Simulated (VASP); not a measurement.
# Sr2TlO3 (P6_3/mmc) in VASP: notebook

The runs below take Sr2TlO3 through single point, relaxation of cell and atoms, with PBE.

Everything below comes from runs of VASP 6.6.1. Logs are shortened: lines on timing, memory, paths and dates and some standing lists are left out, and cuts for length are marked.

## 1. The cell of the first run

It takes space group P6_3/mmc (No. 194, hexagonal). The conventional cell has a = 3.666 Å, b = 3.666 Å, c = 17.866 Å, α = 90.00°, β = 90.00°, γ = 120.00°. Sr (site symmetry 3m) has 6 O at 2.54 to 2.60 Å within 3.4 Å. Tl (site symmetry -6m2) has 6 O at 2.63 Å and 6 Sr at 3.64 Å and 6 Tl at 3.67 Å within 3.7 Å. O (site symmetry -3m) has 6 Sr at 2.60 Å within 3.4 Å. O (site symmetry 3m) has 3 Sr at 2.54 Å and 3 Tl at 2.63 Å and 1 O at 3.11 Å within 3.4 Å.

## 2. Single point, PBE

Contents of INCAR:

```
PREC = Accurate ; ENCUT = 600
EDIFF = 1E-6 ; ISMEAR = 0
SIGMA = 0.1 ; LREAL = False
LASPH = True ; NELM = 120
ALGO = Normal ; ISIF = 2
LWAVE = False ; LCHARG = True
GGA = PE ; LELF = True
LVHAR = True ; NBANDS = 63
GGA_COMPAT = False
```

Contents of KPOINTS:

```
regular mesh
0
Gamma
  6 6 1
```

Contents of POSCAR:

```
Sr2TlO3
1.0
    3.6662376534      0.0000000000      0.0000000000
   -1.8331188267      3.1750549441      0.0000000000
    0.0000000000      0.0000000000     17.8656449024
Sr Tl O
4 2 6
Direct
    0.3333333333      0.6666666667      0.9155412780
    0.6666666667      0.3333333333      0.4155412780
    0.6666666667      0.3333333333      0.0844587220
    0.3333333333      0.6666666667      0.5844587220
    0.0000000000      0.0000000000      0.2500000000
    0.0000000000      0.0000000000      0.7500000000
    0.0000000000      0.0000000000      0.5000000000
    0.0000000000      0.0000000000      0.0000000000
    0.3333333333      0.6666666667      0.3369930031
    0.6666666667      0.3333333333      0.8369930031
    0.6666666667      0.3333333333      0.6630069969
    0.3333333333      0.6666666667      0.1630069969
```

Potentials or basis: VASP PAW PBE potentials, release 64 (Sr_sv, Tl_d, O).

On the command line:

```
> cat potpaw_PBE.64/Sr_sv/POTCAR potpaw_PBE.64/Tl_d/POTCAR potpaw_PBE.64/O/POTCAR > POTCAR
> mpirun -np 1 vasp_std > vasp.out
```

OUTCAR:

```text
PREC = Accurate
   ENCUT = 600
   EDIFF = 1E-6
   ISMEAR = 0
   LREAL = False
   LASPH = True
   NELM = 120
   ISIF = 2
   GGA = PE

 ion  position               nearest neighbor table
   1  0.333  0.667  0.916-  10 2.54  10 2.54  10 2.54   8 2.60   8 2.60   8 2.60   6 3.64   6 3.64
                             6 3.64   3 3.69   3 3.69   3 3.69
   2  0.667  0.333  0.416-   9 2.54   9 2.54   9 2.54   7 2.60   7 2.60   7 2.60   5 3.64   5 3.64
                             5 3.64   4 3.69   4 3.69   4 3.69
   3  0.667  0.333  0.084-  12 2.54  12 2.54  12 2.54   8 2.60   8 2.60   8 2.60   5 3.64   5 3.64
                             5 3.64   1 3.69   1 3.69   1 3.69
   4  0.333  0.667  0.584-  11 2.54  11 2.54  11 2.54   7 2.60   7 2.60   7 2.60   6 3.64   6 3.64
                             6 3.64   2 3.69   2 3.69   2 3.69
   5  0.000  0.000  0.250-   9 2.63  12 2.63   9 2.63  12 2.63   9 2.63  12 2.63   2 3.64   3 3.64
                             2 3.64   3 3.64   2 3.64   3 3.64
   6  0.000  0.000  0.750-  10 2.63  11 2.63  10 2.63  11 2.63  10 2.63  11 2.63   1 3.64   4 3.64
                             1 3.64   4 3.64   1 3.64   4 3.64
   7  0.000  0.000  0.500-   2 2.60   4 2.60   4 2.60   2 2.60   2 2.60   4 2.60
   8  0.000  0.000  0.000-   1 2.60   3 2.60   1 2.60   3 2.60   3 2.60   1 2.60
   9  0.333  0.667  0.337-   2 2.54   2 2.54   2 2.54   5 2.63   5 2.63   5 2.63
  10  0.667  0.333  0.837-   1 2.54   1 2.54   1 2.54   6 2.63   6 2.63   6 2.63
  11  0.667  0.333  0.663-   4 2.54   4 2.54   4 2.54   6 2.63   6 2.63   6 2.63
  12  0.333  0.667  0.163-   3 2.54   3 2.54   3 2.54   5 2.63   5 2.63   5 2.63

  LATTYP: Found a hexagonal cell.
 ALAT       =     3.6662376534
 C/A-ratio  =     4.8730187706

  Lattice vectors:

 A1 = (   3.6662376534,   0.0000000000,   0.0000000000)
 A2 = (  -1.8331188267,   3.1750549441,   0.0000000000)
 A3 = (   0.0000000000,   0.0000000000,  17.8656449024)

Analysis of symmetry for initial positions (statically):
=====================================================================
 Subroutine PRICEL returns:
 Original cell was already a primitive cell.

 Routine SETGRP: Setting up the symmetry group for a
 hexagonal supercell.

 Subroutine GETGRP returns: Found 24 space group operations
 (whereof 12 operations were pure point group operations)
 out of a pool of 24 trial point group operations.

The static configuration has the point symmetry D_3d.
 The point group associated with its full space group is D_6h.

Analysis of symmetry for dynamics (positions and initial velocities):
=====================================================================
 Subroutine PRICEL returns:
 Original cell was already a primitive cell.

 Routine SETGRP: Setting up the symmetry group for a
 hexagonal supercell.

 Subroutine GETGRP returns: Found 24 space group operations
 (whereof 12 operations were pure point group operations)
 out of a pool of 24 trial point group operations.

The dynamic configuration has the point symmetry D_3d.
 The point group associated with its full space group is D_6h.

 Subroutine INISYM returns: Found 24 space group operations
 (whereof 12 operations are pure point group operations),
 and found     1 'primitive' translations

----------------------------------------------------------------------------------------

                                     Primitive cell

  volume of cell :     207.9651

  direct lattice vectors                    reciprocal lattice vectors
     3.666237653  0.000000000  0.000000000     0.272759187  0.157477590  0.000000000
    -1.833118827  3.175054944  0.000000000     0.000000000  0.314955180  0.000000000
     0.000000000  0.000000000 17.865644902     0.000000000  0.000000000  0.055973350

  length of vectors
     3.666237653  3.666237653 17.865644902     0.314955180  0.314955180  0.055973350

  position of ions in fractional coordinates (direct lattice)
     0.333333333  0.666666667  0.915541278
     0.666666667  0.333333333  0.415541278
     0.666666667  0.333333333  0.084458722
     0.333333333  0.666666667  0.584458722
     0.000000000  0.000000000  0.250000000
     0.000000000  0.000000000  0.750000000
     0.000000000  0.000000000  0.500000000
     0.000000000  0.000000000  0.000000000
     0.333333333  0.666666667  0.336993003
     0.666666667  0.333333333  0.836993003
[... 27 lines left out ...]

  Cartesian coordinates                     Fractional coordinates (reciprocal lattice)
     0.045459864  0.026246265  0.000000000     0.166666667 -0.000000000  0.000000000
     0.000000000  0.052492530  0.000000000     0.000000000  0.166666667  0.000000000
     0.000000000  0.000000000  0.055973350     0.000000000  0.000000000  1.000000000

  Length of vectors
     0.052492530  0.052492530  0.055973350

  Shift w.r.t. Gamma in fractional coordinates (k-lattice)
     0.000000000  0.000000000  0.000000000

 Subroutine IBZKPT returns following result:
 ===========================================

 Found      7 irreducible k-points:

 Following reciprocal coordinates:
            Coordinates               Weight
  0.000000  0.000000  0.000000      1.000000
  0.166667  0.000000  0.000000      6.000000
  0.333333  0.000000  0.000000      6.000000
  0.500000  0.000000  0.000000      3.000000
  0.166667  0.166667  0.000000      6.000000
  0.333333  0.166667  0.000000     12.000000
  0.333333  0.333333  0.000000      2.000000
   k-points           NKPTS =      7   k-points in BZ     NKDIM =      7   number of bands    NBANDS=     63
   number of dos      NEDOS =    301   number of ions     NIONS =     12
   total plane-waves  NPLWV = 129600
   dimension x,y,z NGX =    30 NGY =   30 NGZ =  144
   dimension x,y,z NGXF=    60 NGYF=   60 NGZF=  288
   ions per type =               4   2   6
   NGX,Y,Z   is equivalent  to a cutoff of  13.60, 13.60, 13.40 a.u.
   NGXF,Y,Z  is equivalent  to a cutoff of  27.21, 27.21, 26.80 a.u.
 SYSTEM =  unknown system
   PREC   = accura    normal or accurate (medium, high low for compatibility)
   ISTART =      0    job   : 0-new  1-cont  2-samecut
   ICHARG =      2    charge: 1-file 2-atom 10-const
   ISPIN  =      1    spin polarized calculation?
   LNONCOLLINEAR =      F non collinear calculations
   LSORBIT =      F    spin-orbit coupling
   LASPH  =      T    aspherical Exc in radial PAW
   ENCUT  =  600.0 eV  44.10 Ry    6.64 a.u.   7.32  7.32 35.68*2*pi/ulx,y,z
   NELM   =    120;   NELMIN=  2; NELMDL= -5     # of ELM steps
   EDIFF  = 0.1E-05   stopping-criterion for ELM
   LREAL  =      F    real-space projection
   EDIFFG = 0.1E-04   stopping-criterion for IOM
   NSW    =      0    number of steps for IOM
   IBRION =     -1    ionic relax: 0-MD 1-quasi-New 2-CG
   NFREE  =      0    steps in history (QN), initial steepest desc. (CG)
   ISIF   =      2    stress and relaxation
   ISYM   =      2    0-nonsym 1-usesym 2-fastsym
   POTIM  = 0.5000    time-step for ionic-motion
   TEBEG  =    0.0;   TEEND  =   0.0 temperature during run
   PSTRESS=    0.0 pullay stress
   NELECT =     102.0000    total number of electrons
   NUPDOWN=      -1.0000    fix difference up-down
   EMIN   =  10.00;   EMAX   =-10.00  energy-range for DOS
   EFERMI =   0.00;   METHOD = LEGACY
   ISMEAR =     0;   SIGMA  =   0.10  broadening in eV -4-tet -1-fermi 0-gaus
   EFERMI_NEDOS =   21; number of points for ismear=-14 and -15
   IALGO  =     38    algorithm
   IMIX   =      4    mixing-type and parameters
     AMIX     =   0.40;   BMIX     =  1.00
     AMIX_MAG =   1.60;   BMIX_MAG =  1.00
  volume/ion in A,a.u.               =      17.33       116.95
  Fermi-wavevector in a.u.,A,eV,Ry     =   1.291055  2.439740 22.678500  1.666823
  Thomas-Fermi vector in A             =   2.422848
   LORBIT       =      0    0 simple, 1 ext, 2 COOP (PROOUT), +10 PAW based schemes
   GGA     = PE    functional components
   LHFCALC =     F    Hartree Fock is set to
   AEXX    =    0.0000 exact exchange contribution
   IVDW    =     0    specifies the selected vdW correction
   LEPSILON=     F    determine dielectric tensor
   LRPA    =     F    only Hartree local field effects (RPA)
 non-spin polarized calculation
 Gauss-broadening in eV      SIGMA  =   0.10
  energy-cutoff  :      600.00
  volume of cell :      207.97
 maximum number of plane-waves:      7001
 NGX is ok and might be reduce to    30
   NGX = 15   NGY = 15   NGZ = 71

 number of electron     101.9999967 magnetization

 Free energy of the ion-electron system (eV)
  ---------------------------------------------------
  ext. energy  EPLUGINS =         0.00000000
  ---------------------------------------------------
  free energy    TOTEN  =       -64.09536512 eV

  energy without entropy =      -64.08027015  energy(sigma->0) =      -64.08781763

 E-fermi :   3.6418     XC(G=0): -10.1756

 val. band max:        3.6206622525   @ k =   0.3333   0.0000   0.0000
 cond. band min:       3.7483323707   @ k =   0.5000   0.0000   0.0000
 fundamental gap:      0.1276701182
 Fermi energy:         3.6418458309

 k-point     1 :       0.0000    0.0000    0.0000
  band No.  band energies     occupation
      1     -29.9180      2.00000
      2     -29.9178      2.00000
      3     -29.8603      2.00000
      4     -29.8602      2.00000
      5     -14.0384      2.00000
      6     -13.9163      2.00000
[... 451 lines left out ...]
     62       9.3128      0.00000
     63       9.3128      0.00000

------------------------ aborting loop because EDIFF is reached ----------------------------------------

  FORCE on cell =-STRESS in cart. coord.  units (eV):
  Direction    XX          YY          ZZ          XY          YZ          ZX
  --------------------------------------------------------------------------------------
  -------------------------------------------------------------------------------------
  Total        0.4285245      0.4285245      0.0417395      0.0000000      0.0000000     -0.0000000
  in kB        3.3013814      3.3013814      0.3215642      0.0000000      0.0000000     -0.0000000
  external PRESSURE =       2.3081090 kB  Pullay stress =       0.0000000 kB

 VOLUME and BASIS-vectors are now :
 -----------------------------------------------------------------------------
  energy-cutoff  :      600.00
  volume of cell :      207.97
      direct lattice vectors                 reciprocal lattice vectors
     3.666237653  0.000000000  0.000000000     0.272759187  0.157477590  0.000000000
    -1.833118827  3.175054944  0.000000000     0.000000000  0.314955180  0.000000000
     0.000000000  0.000000000 17.865644902     0.000000000  0.000000000  0.055973350

 POSITION                                       TOTAL-FORCE (eV/Angst)
 -----------------------------------------------------------------------------------
     -0.00000      2.11670     16.35674        -0.000000     -0.000000      0.031102
      1.83312      1.05835      7.42391         0.000000      0.000000      0.031102
      1.83312      1.05835      1.50891        -0.000000      0.000000     -0.031102
     -0.00000      2.11670     10.44173        -0.000000     -0.000000     -0.031102
      0.00000      0.00000      4.46641        -0.000000      0.000000     -0.000000
      0.00000      0.00000     13.39923         0.000000     -0.000000     -0.000000
      0.00000      0.00000      8.93282         0.000000      0.000000     -0.000000
      0.00000      0.00000      0.00000         0.000000      0.000000     -0.000000
     -0.00000      2.11670      6.02060         0.000000      0.000000     -0.056160
      1.83312      1.05835     14.95342        -0.000000      0.000000     -0.056160
      1.83312      1.05835     11.84505         0.000000     -0.000000      0.056160
     -0.00000      2.11670      2.91223         0.000000     -0.000000      0.056160
 -----------------------------------------------------------------------------------
    total drift:                               -0.000000      0.000000      0.000000

  FREE ENERGIE OF THE ION-ELECTRON SYSTEM (eV)
  ---------------------------------------------------
  free  energy   TOTEN  =       -64.0953651209 eV

  energy  without entropy=      -64.0802701469  energy(sigma->0) =      -64.08781763
```

Wall time 3.9 min (1 thread of Intel Xeon Platinum 8259CL at 2.50GHz (Skylake/Cascade Lake), shared host); peak memory 0.41 GiB.

Results:

| Quantity | Value |
| --- | --- |
| Free energy | -64.0954 eV |
| Pressure | 0.2 GPa |
| Largest force | 0.056 eV/Å |
| Band gap on the k mesh | zero (bands 51 and 52 overlap by 0.74 eV) |

Forces on the atoms (eV/Å):
```
Sr   0.000  0.000  0.031
Sr   0.000  0.000  0.031
Sr   0.000  0.000 -0.031
Sr   0.000  0.000 -0.031
Tl   0.000  0.000  0.000
Tl   0.000  0.000  0.000
O    0.000  0.000  0.000
O    0.000  0.000  0.000
O    0.000  0.000 -0.056
O    0.000  0.000 -0.056
O    0.000  0.000  0.056
O    0.000  0.000  0.056
```

Levels at points of the mesh, in eV from the Fermi level:
```tsv
k point	band 50	band 51	band 52	band 53	band 54	band 55
(0.00, 0.00, 0.00)	-1.30	-1.10	-0.46	2.33	3.07	4.45
(0.50, 0.00, 0.00)	-1.34	0.11	0.23	2.61	2.81	3.05
```

Caveat: spin-orbit coupling is left out, which moves the levels of the heavy elements.

## 3. Single point, PBE

This run uses another cell than the first one, of 19.17 Å³/atom.

Contents of INCAR:

```
SYSTEM = Sr2TlO3
PREC     = Accurate       ! precision mode
ENCUT    = 600            ! plane-wave cutoff, eV
EDIFF    = 1E-6           ! SCF threshold, eV
ISMEAR   = 0              ! smearing method
SIGMA    = 0.1            ! smearing width, eV
LREAL    = .False.        ! projectors in reciprocal space
LASPH    = .True.         ! aspherical terms in the spheres
NELM     = 120            ! most SCF steps
ALGO     = Normal         ! electronic algorithm
ISIF     = 2              ! what is computed and relaxed
LWAVE    = .False.        ! write WAVECAR
LCHARG   = .False.        ! write CHGCAR
GGA      = PE             ! functional
NBANDS   = 63             ! bands
GGA_COMPAT= .False.
```

Contents of KPOINTS:

```
regular mesh
0
Gamma
  6 6 1
  0 0 0
```

Contents of POSCAR:

```
Sr2TlO3
1.0
    3.5847139770      0.0000000000      0.0000000000
   -1.7923569885      3.1044533694      0.0000000000
    0.0000000000      0.0000000000     20.6675691836
Sr Tl O
4 2 6
Direct
    0.3333333333      0.6666666667      0.9280000000
    0.6666666667      0.3333333333      0.4280000000
    0.6666666667      0.3333333333      0.0720000000
    0.3333333333      0.6666666667      0.5720000000
    0.0000000000      0.0000000000      0.2500000000
    0.0000000000      0.0000000000      0.7500000000
    0.0000000000      0.0000000000      0.5000000000
    0.0000000000      0.0000000000      0.0000000000
    0.3333333333      0.6666666667      0.3650000000
    0.6666666667      0.3333333333      0.8650000000
    0.6666666667      0.3333333333      0.6350000000
    0.3333333333      0.6666666667      0.1350000000
```

Potentials or basis: VASP PAW PBE potentials, release 64 (Sr_sv, Tl_d, O).

On the command line:

```
> cat potpaw_PBE.64/Sr_sv/POTCAR potpaw_PBE.64/Tl_d/POTCAR potpaw_PBE.64/O/POTCAR > POTCAR
> mpirun -np 1 vasp_std > vasp.out
```

Run time: 4.2 min. Hardware: 1 thread of Intel Xeon Platinum 8259CL at 2.50GHz (Skylake/Cascade Lake), shared host; peak memory 0.45 GiB.

Results (log left out):

| Property | Result |
| --- | --- |
| Free energy | -61.2576 eV |
| Pressure | 2.5 GPa |
| Largest force | 0.909 eV/Å |
| Band gap on the k mesh | zero (bands 51 and 52 overlap by 0.23 eV) |

Forces on the atoms (eV/Å):
```
Sr   0.000  0.000 -0.909
Sr   0.000  0.000 -0.909
Sr   0.000  0.000  0.909
Sr   0.000  0.000  0.909
Tl   0.000  0.000  0.000
Tl   0.000  0.000  0.000
O    0.000  0.000  0.000
O    0.000  0.000  0.000
O    0.000  0.000 -0.556
O    0.000  0.000 -0.556
O    0.000  0.000  0.556
O    0.000  0.000  0.556
```

Stress tensor (GPa, compression positive):
```
 5.71  0.00  0.00
 0.00  5.71  0.00
 0.00  0.00 -3.88
```

Levels at points of the mesh, in eV from the Fermi level:
| k point | band 47 | band 48 | band 49 | band 50 | band 51 | band 52 | band 53 | band 54 | band 55 | band 56 |
| --- | --- | --- | --- | --- | --- | --- | --- | --- | --- | --- |
| (0.00, 0.00, 0.00) | -0.29 | 0.05 | 0.05 | 0.06 | 0.06 | 0.15 | 3.41 | 3.81 | 5.74 | 6.58 |
| (0.50, 0.00, 0.00) | -0.30 | -0.25 | -0.24 | -0.05 | 0.00 | 0.06 | 1.66 | 1.69 | 4.72 | 4.75 |

Caveat: the stress differs along the axes, from -4 to 6 GPa; spin-orbit coupling is left out, which moves the levels of the heavy elements.

(Part 1 of 2 ends here.)

The gap in the log of VASP goes by the Fermi energy; the results here count the filled bands.